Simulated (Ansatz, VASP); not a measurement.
# One calculation of SiO2, two programs

Contents of INCAR:

```
SYSTEM = SiO2
PREC = Accurate ; ENCUT = 520
EDIFF = 1E-6 ; ISMEAR = 0
SIGMA = 0.05 ; LREAL = .FALSE.
LASPH = .TRUE. ; NELM = 80
ALGO = Normal ; ISIF = 2
LWAVE = .FALSE. ; LCHARG = .TRUE.
LELF = .TRUE. ; LVHAR = .TRUE.
NBANDS = 25
```

KPOINTS

```
regular mesh
0
G
  6 6 8
  0 0 0
```

POSCAR

```
SiO2
1.0
    4.2798000000      0.0000000000      0.0000000000
    0.0000000000      4.2798000000      0.0000000000
    0.0000000000      0.0000000000      2.4058000000
Si O
2 4
Direct
    0.5000000000      0.5000000000      0.5000000000
    0.0000000000      0.0000000000      0.0000000000
    0.6944252994      0.6944252994      0.0000000000
    0.1944252994      0.8055747006      0.5000000000
    0.3055747006      0.3055747006      0.0000000000
    0.8055747006      0.1944252994      0.5000000000
```

Input for Ansatz:

```yaml
crystal:
  lattice:
    - [4.2798, 0.0, 0.0]
    - [0.0, 4.2798, 0.0]
    - [0.0, 0.0, 2.4058]
  atoms:
    - { symbol: Si, position: [0.5, 0.5, 0.5] }
    - { symbol: Si, position: [0.0, 0.0, 0.0] }
    - { symbol: O, position: [0.6944252994, 0.6944252994, 0.0] }
    - { symbol: O, position: [0.1944252994, 0.8055747006, 0.5] }
    - { symbol: O, position: [0.3055747006, 0.3055747006, 0.0] }
    - { symbol: O, position: [0.8055747006, 0.1944252994, 0.5] }
basis:
  ecutwfc: 520.0
kpoints:
  mp_grid: { grid: [6, 6, 8] }
hamiltonian:
  xc: lda
  pseudopotentials: { kind: paw, azcp: { folder: soft_1 } }
scf:
  occupations: { method: gaussian, width: 0.05 }
output:
  forces: true
  stress: true
  eigenvalues: true
```

Alike in both runs: task single point; functional LDA; k mesh 6 × 6 × 8; occupations gaussian, width 0.05 eV; no spin polarisation.

|  | VASP | Ansatz |
| --- | --- | --- |
| version | VASP 6.6.1 | Ansatz 0.2.0 |
| potentials or method | VASP PAW LDA potentials, release 64 (Si, O), cutoff 520 eV | scalar-relativistic, plane waves, PAW |
| valence electrons in the cell | 32 | 32 |

```tsv
	VASP	Ansatz	Ansatz less VASP
gap on the k mesh at the Fermi level (eV)	6.63	6.65	+0.018
least direct gap on the mesh (eV)	6.63	6.65	+0.018
pressure (GPa)	27.4	26.1	-1.37
traceless stress, the component that is largest in VASP (GPa)	57.38	56.15	-1.226
rms of the force components (eV/Å)	0.098	0.144	+0.0466
```

Ansatz warns that its potentials were made for another functional, while VASP's fit it. LDA's correlation is that of Perdew and Zunger in VASP and of Perdew and Wang (1992) in Ansatz. Atom by atom the forces differ by 0.047 eV/Å (rms over components).
